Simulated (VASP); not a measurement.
# Cu (Fm-3m) in VASP: a series of runs

The runs below take Cu through single point, relaxation of cell and atoms, with LDA.

All numbers are computed with VASP 6.6.1; they aren't measurements. Logs are shortened: lines on timing, memory, paths and dates and some standing lists are left out, and cuts for length are marked.

### Step 1. The cell of the first run

Symmetry: Fm-3m, No. 225, cubic system. Conventional cell: a = 3.525 Å, b = 3.525 Å, c = 3.525 Å, α = 90.00°, β = 90.00°, γ = 90.00°. Within 3.3 Å of Cu (site symmetry m-3m) lie 12 Cu at 2.49 Å.

### Step 2. Single point, LDA

INCAR

```
SYSTEM = Cu
PREC     = Accurate       ! precision mode
ENCUT    = 600            ! plane-wave cutoff, eV
EDIFF    = 1E-6           ! SCF threshold, eV
ISMEAR   = 0              ! smearing method
SIGMA    = 0.05           ! smearing width, eV
LREAL    = .False.        ! projectors in reciprocal space
LASPH    = .True.         ! aspherical terms in the spheres
NELM     = 120            ! most SCF steps
ALGO     = Normal         ! electronic algorithm
ISIF     = 2              ! what is computed and relaxed
LWAVE    = .False.        ! write WAVECAR
LCHARG   = .True.         ! write CHGCAR
LELF     = .True.         ! ELF
LVHAR    = .True.       
NBANDS   = 12             ! bands
GGA_COMPAT= .False.
```

KPOINTS

```
regular mesh
0
Gamma
  8 8 8
  0 0 0
```

POSCAR

```
Cu
1.0
    0.0000000000      1.7624189836      1.7624189836
    1.7624189836      0.0000000000      1.7624189836
    1.7624189836      1.7624189836      0.0000000000
Cu
1
Direct
    0.0000000000      0.0000000000      0.0000000000
```

Potentials or basis: VASP PAW LDA potentials, release 64 (Cu).

The run is started by

```
cat potpaw_LDA.64/Cu/POTCAR > POTCAR
mpirun -np 1 vasp_std > vasp.out
```

OUTCAR:

```text
SYSTEM = Cu
   PREC = Accurate
   ENCUT = 600
   EDIFF = 1E-6
   ISMEAR = 0
   LREAL = .False.
   LASPH = .True.
   NELM = 120
   ISIF = 2

 ion  position               nearest neighbor table
   1  0.000  0.000  0.000-

  LATTYP: Found a face centered cubic cell.
 ALAT       =     3.5248379672

  Lattice vectors:

 A1 = (   0.0000000000,   1.7624189836,   1.7624189836)
 A2 = (   1.7624189836,   0.0000000000,   1.7624189836)
 A3 = (   1.7624189836,   1.7624189836,   0.0000000000)

Analysis of symmetry for initial positions (statically):
=====================================================================
 Subroutine PRICEL returns:
 Original cell was already a primitive cell.

 Routine SETGRP: Setting up the symmetry group for a
 face centered cubic supercell.

 Subroutine GETGRP returns: Found 48 space group operations
 (whereof 48 operations were pure point group operations)
 out of a pool of 48 trial point group operations.

The static configuration has the point symmetry O_h .

Analysis of symmetry for dynamics (positions and initial velocities):
=====================================================================
 Subroutine PRICEL returns:
 Original cell was already a primitive cell.

 Routine SETGRP: Setting up the symmetry group for a
 face centered cubic supercell.

 Subroutine GETGRP returns: Found 48 space group operations
 (whereof 48 operations were pure point group operations)
 out of a pool of 48 trial point group operations.

The dynamic configuration has the point symmetry O_h .

 Subroutine INISYM returns: Found 48 space group operations
 (whereof 48 operations are pure point group operations),
 and found     1 'primitive' translations

----------------------------------------------------------------------------------------

                                     Primitive cell

  volume of cell :      10.9486

  direct lattice vectors                    reciprocal lattice vectors
     0.000000000  1.762418984  1.762418984    -0.283700984  0.283700984  0.283700984
     1.762418984  0.000000000  1.762418984     0.283700984 -0.283700984  0.283700984
     1.762418984  1.762418984  0.000000000     0.283700984  0.283700984 -0.283700984

  length of vectors
     2.492436829  2.492436829  2.492436829     0.491384519  0.491384519  0.491384519

  position of ions in fractional coordinates (direct lattice)
     0.000000000  0.000000000  0.000000000

  ion indices of the primitive-cell ions
   primitive index   ion index
                 1           1

----------------------------------------------------------------------------------------

 KPOINTS: regular mesh

Automatic generation of k-mesh.
 Grid dimensions read from file:
 generate k-points for:    8    8    8

 Generating k-lattice:

  Cartesian coordinates                     Fractional coordinates (reciprocal lattice)
    -0.035462623  0.035462623  0.035462623     0.125000000  0.000000000  0.000000000
     0.035462623 -0.035462623  0.035462623     0.000000000  0.125000000  0.000000000
     0.035462623  0.035462623 -0.035462623     0.000000000  0.000000000  0.125000000

  Length of vectors
     0.061423065  0.061423065  0.061423065

  Shift w.r.t. Gamma in fractional coordinates (k-lattice)
     0.000000000  0.000000000  0.000000000

 Subroutine IBZKPT returns following result:
 ===========================================

 Found     29 irreducible k-points:

 Following reciprocal coordinates:
            Coordinates               Weight
  0.000000  0.000000  0.000000      1.000000
  0.125000  0.000000  0.000000      8.000000
  0.250000  0.000000  0.000000      8.000000
  0.375000  0.000000  0.000000      8.000000
  0.500000  0.000000  0.000000      4.000000
  0.125000  0.125000  0.000000      6.000000
[... 16 lines left out ...]
  0.500000  0.250000  0.125000     48.000000
 -0.375000  0.250000  0.125000     24.000000
 [... further k-points ...]
   k-points           NKPTS =     29   k-points in BZ     NKDIM =     29   number of bands    NBANDS=     12
   number of dos      NEDOS =    301   number of ions     NIONS =      1
   total plane-waves  NPLWV =   8000
   dimension x,y,z NGX =    20 NGY =   20 NGZ =   20
   dimension x,y,z NGXF=    40 NGYF=   40 NGZF=   40
   ions per type =               1
   NGX,Y,Z   is equivalent  to a cutoff of  13.34, 13.34, 13.34 a.u.
   NGXF,Y,Z  is equivalent  to a cutoff of  26.68, 26.68, 26.68 a.u.
 SYSTEM =  Cu
   PREC   = accura    normal or accurate (medium, high low for compatibility)
   ISTART =      0    job   : 0-new  1-cont  2-samecut
   ICHARG =      2    charge: 1-file 2-atom 10-const
   ISPIN  =      1    spin polarized calculation?
   LNONCOLLINEAR =      F non collinear calculations
   LSORBIT =      F    spin-orbit coupling
   LASPH  =      T    aspherical Exc in radial PAW
   ENCUT  =  600.0 eV  44.10 Ry    6.64 a.u.   4.98  4.98  4.98*2*pi/ulx,y,z
   NELM   =    120;   NELMIN=  2; NELMDL= -5     # of ELM steps
   EDIFF  = 0.1E-05   stopping-criterion for ELM
   LREAL  =      F    real-space projection
   EDIFFG = 0.1E-04   stopping-criterion for IOM
   NSW    =      0    number of steps for IOM
   IBRION =     -1    ionic relax: 0-MD 1-quasi-New 2-CG
   NFREE  =      0    steps in history (QN), initial steepest desc. (CG)
   ISIF   =      2    stress and relaxation
   ISYM   =      2    0-nonsym 1-usesym 2-fastsym
   POTIM  = 0.5000    time-step for ionic-motion
   TEBEG  =    0.0;   TEEND  =   0.0 temperature during run
   PSTRESS=    0.0 pullay stress
   NELECT =      11.0000    total number of electrons
   NUPDOWN=      -1.0000    fix difference up-down
   EMIN   =  10.00;   EMAX   =-10.00  energy-range for DOS
   EFERMI =   0.00;   METHOD = LEGACY
   ISMEAR =     0;   SIGMA  =   0.05  broadening in eV -4-tet -1-fermi 0-gaus
   EFERMI_NEDOS =   21; number of points for ismear=-14 and -15
   IALGO  =     38    algorithm
   IMIX   =      4    mixing-type and parameters
     AMIX     =   0.40;   BMIX     =  1.00
     AMIX_MAG =   1.60;   BMIX_MAG =  1.00
  volume/ion in A,a.u.               =      10.95        73.88
  Fermi-wavevector in a.u.,A,eV,Ry     =   1.639658  3.098504 36.578962  2.688478
  Thomas-Fermi vector in A             =   2.730427
   LORBIT       =      0    0 simple, 1 ext, 2 COOP (PROOUT), +10 PAW based schemes
   GGA     = CA    functional components
   LHFCALC =     F    Hartree Fock is set to
   AEXX    =    0.0000 exact exchange contribution
   IVDW    =     0    specifies the selected vdW correction
   LEPSILON=     F    determine dielectric tensor
   LRPA    =     F    only Hartree local field effects (RPA)
 non-spin polarized calculation
 Gauss-broadening in eV      SIGMA  =   0.05
  energy-cutoff  :      600.00
  volume of cell :       10.95
 maximum number of plane-waves:       380
   NGX =  9   NGY =  9   NGZ =  9

 number of electron      11.0000002 magnetization

 Free energy of the ion-electron system (eV)
  ---------------------------------------------------
  ext. energy  EPLUGINS =         0.00000000
  ---------------------------------------------------
  free energy    TOTEN  =        -4.67104561 eV

  energy without entropy =       -4.66952884  energy(sigma->0) =       -4.67028723

 E-fermi :   8.2455     XC(G=0): -13.5502

 val. band max:        8.2081890426   @ k =   0.5000   0.2500   0.1250
 cond. band min:       8.4317881784   @ k =   0.5000   0.1250   0.0000
 fundamental gap:      0.2235991358
 Fermi energy:         8.2454702691

 k-point     1 :       0.0000    0.0000    0.0000
  band No.  band energies     occupation
      1      -1.6121      2.00000
      2       5.0246      2.00000
      3       5.0246      2.00000
      4       5.0246      2.00000
      5       5.9674      2.00000
      6       5.9674      2.00000
      7      31.6051      0.00000
      8      34.6818      0.00000
      9      34.6818      0.00000
     10      34.6818      0.00000
     11      37.2951      0.00000
     12      37.2951      0.00000

 k-point     2 :       0.1250    0.0000    0.0000
  band No.  band energies     occupation
      1      -1.0181      2.00000
      2       4.8997      2.00000
      3       5.1301      2.00000
      4       5.1301      2.00000
      5       5.9336      2.00000
      6       5.9336      2.00000
      7      27.9702      0.00000
      8      32.3856      0.00000
      9      33.4756      0.00000
     10      33.4756      0.00000
     11      39.1648      0.00000
     12      39.1689      0.00000

 k-point     3 :       0.2500    0.0000    0.0000
  band No.  band energies     occupation
      1       0.6130      2.00000
      2       4.7382      2.00000
      3       5.2030      2.00000
      4       5.2030      2.00000
      5       6.0567      2.00000
      6       6.0567      2.00000
      7      21.4143      0.00000
      8      31.5846      0.00000
      9      32.2397      0.00000
     10      32.2397      0.00000
     11      38.0408      0.00000
     12      38.0408      0.00000

 k-point     4 :       0.3750    0.0000    0.0000
  band No.  band energies     occupation
      1       2.3421      2.00000
      2       5.0692      2.00000
      3       5.0692      2.00000
      4       5.4743      2.00000
      5       6.4218      2.00000
      6       6.4218      2.00000
      7      15.6605      0.00000
      8      30.5407      0.00000
      9      31.6049      0.00000
     10      31.6049      0.00000
     11      35.4919      0.00000
     12      35.4919      0.00000

 k-point     5 :       0.5000    0.0000    0.0000
  band No.  band energies     occupation
      1       2.7714      2.00000
      2       4.9914      2.00000
      3       4.9914      2.00000
      4       6.6067      2.00000
      5       6.6067      2.00000
      6       7.1226      2.00000
      7      12.4570      0.00000
      8      30.0868      0.00000
      9      31.4434      0.00000
     10      31.4434      0.00000
     11      34.5214      0.00000
     12      34.5214      0.00000
[... 228 lines left out ...]
      1       2.9623      2.00000
      2       3.4552      2.00000
      3       6.5924      2.00000
      4       6.7650      2.00000
      5       6.7650      2.00000
      6       9.7590      0.00000
      7      15.9931      0.00000
      8      21.9283      0.00000
      9      21.9283      0.00000
     10      26.7680      0.00000
     11      29.8775      0.00000
     12      51.8024      0.00000

 k-point    22 :       0.3750    0.2500    0.1250
  band No.  band energies     occupation
      1       1.8936      2.00000
      2       4.3037      2.00000
      3       5.0188      2.00000
      4       5.7811      2.00000
      5       5.8355      2.00000
      6       6.7378      2.00000
      7      22.2846      0.00000
      8      23.0169      0.00000
      9      28.4849      0.00000
     10      33.1002      0.00000
     11      35.4254      0.00000
     12      40.0023      0.00000

 k-point    23 :       0.5000    0.2500    0.1250
  band No.  band energies     occupation
      1       3.2969      2.00000
      2       4.3690      2.00000
      3       4.7185      2.00000
      4       5.6481      2.00000
      5       6.3413      2.00000
      6       8.2082      1.70833
      7      16.7790      0.00000
      8      22.4494      0.00000
      9      25.5081      0.00000
     10      33.2474      0.00000
     11      36.9374      0.00000
     12      41.0441      0.00000

 k-point    24 :      -0.3750    0.2500    0.1250
  band No.  band energies     occupation
      1       3.6006      2.00000
      2       4.3611      2.00000
      3       4.9460      2.00000
      4       5.5332      2.00000
      5       6.5418      2.00000
      6      10.5180      0.00000
      7      12.9352      0.00000
      8      23.1491      0.00000
      9      23.6823      0.00000
     10      32.9111      0.00000
     11      36.8571      0.00000
     12      44.4578      0.00000

 [... further k-points ...]
[... 5 lines left out ...]
  --------------------------------------------------------------------------------------
  -------------------------------------------------------------------------------------
  Total        0.0639399      0.0639399      0.0639399      0.0000000      0.0000000     -0.0000000
  in kB        9.3567547      9.3567547      9.3567547      0.0000000      0.0000000     -0.0000000
  external PRESSURE =       9.3567547 kB  Pullay stress =       0.0000000 kB

 VOLUME and BASIS-vectors are now :
 -----------------------------------------------------------------------------
  energy-cutoff  :      600.00
  volume of cell :       10.95
      direct lattice vectors                 reciprocal lattice vectors
     0.000000000  1.762418984  1.762418984    -0.283700984  0.283700984  0.283700984
     1.762418984  0.000000000  1.762418984     0.283700984 -0.283700984  0.283700984
     1.762418984  1.762418984  0.000000000     0.283700984  0.283700984 -0.283700984

 POSITION                                       TOTAL-FORCE (eV/Angst)
 -----------------------------------------------------------------------------------
      0.00000      0.00000      0.00000         0.000000      0.000000      0.000000
 -----------------------------------------------------------------------------------
    total drift:                               -0.000000     -0.000000     -0.000000

  FREE ENERGIE OF THE ION-ELECTRON SYSTEM (eV)
  ---------------------------------------------------
  free  energy   TOTEN  =        -4.6710456078 eV

  energy  without entropy=       -4.6695288433  energy(sigma->0) =       -4.67028723
```

It took 2.8 s on 1 thread of AMD EPYC 9R45 (Zen 5), shared host; peak memory 0.09 GiB.

What came out:

```
Free energy : -4.6710 eV
Pressure    : 0.9 GPa
```

Caveat: the k points lie up to 0.39 Å⁻¹ apart.

### Step 3. Relaxation of cell and atoms, LDA

This run uses another cell than the first one, of 11.81 Å³/atom, 1.079 times its volume.

INCAR

```
  PREC = Accurate
  ENCUT = 600
  EDIFF = 1E-7
  ISMEAR = 0
  SIGMA = 0.05
  LREAL = F
  LASPH = T
  NELM = 120
  ALGO = Normal
  ISIF = 3
  LWAVE = F
  LCHARG = F
  GGA = CA
  IBRION = 2
  NSW = 60
  EDIFFG = -0.01
  GGA_COMPAT = F
  NELMIN = 4
```

KPOINTS

```
Automatic mesh
0
Gamma
  8 8 8
```

POSCAR

```
Cu
1.0
    0.0000000000      1.8075000000      1.8075000000
    1.8075000000      0.0000000000      1.8075000000
    1.8075000000      1.8075000000      0.0000000000
Cu
1
Direct
    0.0000000000      0.0000000000      0.0000000000
```

Potentials or basis: VASP PAW LDA potentials, release 64 (Cu).

The run is started by

```
cat potpaw_LDA.64/Cu/POTCAR > POTCAR
mpirun -np 1 vasp_std > vasp.out
```

Wall time 4.7 s (1 thread of AMD EPYC 9R45 (Zen 5), shared host); peak memory 0.09 GiB.

Results (log left out):

```yaml
Free_energy: -4.6716 eV
Relaxed_volume: 11.00 Å³/atom
Relaxed_cell: a = 2.497 Å, b = 2.497 Å, c = 2.497 Å, α = 60.00°, β = 60.00°, γ = 60.00°
Space_group_after_relaxing_to_0.05_Å: Fm-3m (No. 225)
Energy_gained_by_relaxing: 29.5 meV/atom
Ionic_steps: 3
Pressure_after_relaxing: 0.0 GPa
```

Step by step:
| step | energy change (eV) | largest force (eV/Å) | pressure (GPa) | volume (Å³) |
| --- | --- | --- | --- | --- |
| 1 | 0.0000 | 0.0000 | -10.83 | 11.81 |
| 2 | -0.0153 | 0.0000 | 9.50 | 10.50 |
| 3 | -0.0295 | 0.0000 | -0.04 | 11.00 |

Final structure:
```xyz
1
Lattice="0.0000 1.7653 1.7653 1.7653 0.0000 1.7653 1.7653 1.7653 0.0000" Properties=species:S:1:pos:R:3 pbc="T T T"
Cu    0.0000    0.0000    0.0000
```

Levels at points of the mesh, in eV from the Fermi level:
```csv
k point,band 3,band 4,band 5,band 6,band 7,band 8,band 9
"(0.00, 0.00, 0.00)",-3.20,-3.20,-2.27,-2.27,23.32,26.36,26.36
"(0.50, 0.00, 0.00)",-3.23,-1.63,-1.63,-1.11,4.19,21.81,23.12
"(0.50, 0.50, 0.00)",-1.65,-1.47,-1.47,1.52,7.71,13.65,13.65
```

Caveat: the k points lie up to 0.39 Å⁻¹ apart in the final cell. LDA usually gives volumes a few per cent too small.
